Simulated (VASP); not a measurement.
Set up this calculation in VASP 6.6.1, as the native input.

* Task: single point
* Functional: LDA
* Potentials or basis: VASP PAW LDA potentials, release 64 (Hf_pv, N)
* Cutoff: 520 eV
* k mesh: 18 × 18 × 18
* Occupations: gaussian, width 0.15 eV
* Spin: no spin polarisation
* Dipole correction: no
* Further INCAR settings: ALGO = Normal; EDIFF = 1e-06; NBANDS = 14

The structure of HfN lies in POSCAR:

```
HfN
1.0
    0.0000000000      2.0782800000      2.1686400000
    2.0782800000      0.0000000000      2.1686400000
    2.0782800000      2.0782800000      0.0000000000
Hf N
1 1
Direct
    0.0000000000      0.0000000000      0.0000000000
    0.5000000000      0.5000000000      0.5000000000
```

This cell differs from its parent crystal: strain -0.080 along x and y, -0.040 along z.

One way to write it, as run:

INCAR

```
  ALGO = Normal
  EDIFF = 1E-6
  ENCUT = 520
  ISIF = 2
  ISMEAR = 0
  LASPH = True
  LCHARG = False
  LREAL = False
  LWAVE = False
  NBANDS = 14
  NELM = 100
  PREC = Accurate
  SIGMA = 0.15
```

KPOINTS

```
k-points
0
Gamma
  18 18 18
```

Potentials or basis: VASP PAW LDA potentials, release 64 (Hf_pv, N).

Launch:

```bash
$ cat potpaw_LDA.64/Hf_pv/POTCAR potpaw_LDA.64/N/POTCAR > POTCAR
$ mpirun -np 1 vasp_std > vasp.out
```

Results of the run:

The pressure is 77.7 GPa.

Caveat: the cell differs from its parent crystal (strain -0.080 along x and y, -0.040 along z).

Run time: 58 s on 1 thread of Intel(R) Xeon(R) Platinum 8375C CPU @ 2.90GHz (Ice Lake) (shared host), peak memory 0.24 GiB.
